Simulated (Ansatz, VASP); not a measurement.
## Ga4SbN3: VASP beside Ansatz

```
CELL_PARAMETERS angstrom
5.77011 -1.68962 0.00972
5.77011 1.68962 0.00972
-1.03932 0.00000 6.11285
ATOMIC_POSITIONS crystal
N 0.01084 0.01084 0.02742
N 0.48869 0.48869 0.47436
N 0.74788 0.74788 0.24994
Sb 0.25649 0.25649 0.75350
Ga 0.47874 0.47874 0.83588
Ga 0.92724 0.92724 0.31183
Ga 0.18321 0.18321 0.10979
Ga 0.65690 0.65690 0.48727
```

Alike in both runs: task single point; functional PBE; k mesh 8 × 8 × 4; occupations fermi-dirac, width 0.02 eV; no spin polarisation.

|  | VASP | Ansatz |
| --- | --- | --- |
| version | VASP 6.6.1 | Ansatz 0.2.0 |
| potentials or method | VASP PAW PBE potentials, release 64 (N, Sb, Ga_d) | plane waves, PAW |
| plane-wave cutoff (eV) | 600 | 420 |
| valence electrons in the cell | 72 | 82 |

```csv
,VASP,Ansatz,Ansatz less VASP
pressure (GPa),4.3,4.2,-0.10
"traceless stress, the component that is largest in VASP (GPa)",0.29,0.27,-0.012
rms of the force components (eV/Å),0.071,0.069,-0.0020
```

Atom by atom the forces differ by 0.004 eV/Å (rms over components). The functional is the same, so the differences come from potentials, cutoffs and numerics. VASP's potentials hold 72 valence electrons a cell and Ansatz's 82, so a difference there can come from the potentials and not from the codes.

Neither program's run includes spin-orbit coupling.
